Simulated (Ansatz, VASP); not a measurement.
Two plane-wave programs on SnO2

```xyz
6
Lattice="4.7880 0.0000 0.0000 0.0000 4.8666 0.0000 0.0000 0.0000 3.2409" Properties=species:S:1:pos:R:3 pbc="T T T"
Sn    2.3940    2.4333    1.6204
Sn    0.0000    0.0000    0.0000
O     1.3974    1.5624    0.0000
O     3.7914    0.8709    1.6204
O     0.9966    3.9957    1.6204
O     3.3906    3.3042    0.0000
```

Alike in both runs: task single point; functional LDA; k mesh 4 × 4 × 6; occupations gaussian, width 0.1 eV; no spin polarisation.

```csv
,VASP,Ansatz
version,VASP 6.6.1,Ansatz 0.2.0
potentials or method,"VASP PAW LDA potentials, release 64 (Sn_d, O), cutoff 520 eV","scalar-relativistic, plane waves, PAW"
valence electrons in the cell,52,52
```

Ansatz gave:

```
gap on the k mesh at the Fermi level (eV)                     : 0.69
least direct gap on the mesh (eV)                             : 0.69
pressure (GPa)                                                : -11.5
traceless stress, the component that is largest in VASP (GPa) : -1.36
rms of the force components (eV/Å)                            : 0.082
```

Task: Which values does VASP return?

Result: gap on the k mesh at the Fermi level (eV): 0.70; least direct gap on the mesh (eV): 0.70; pressure (GPa): -10.4; traceless stress, the component that is largest in VASP (GPa): -1.03; rms of the force components (eV/Å): 0.071.

Ansatz warns that its potentials were made for another functional, while VASP's fit it. LDA's correlation is that of Perdew and Zunger in VASP and of Perdew and Wang (1992) in Ansatz. Atom by atom the forces differ by 0.013 eV/Å (rms over components).
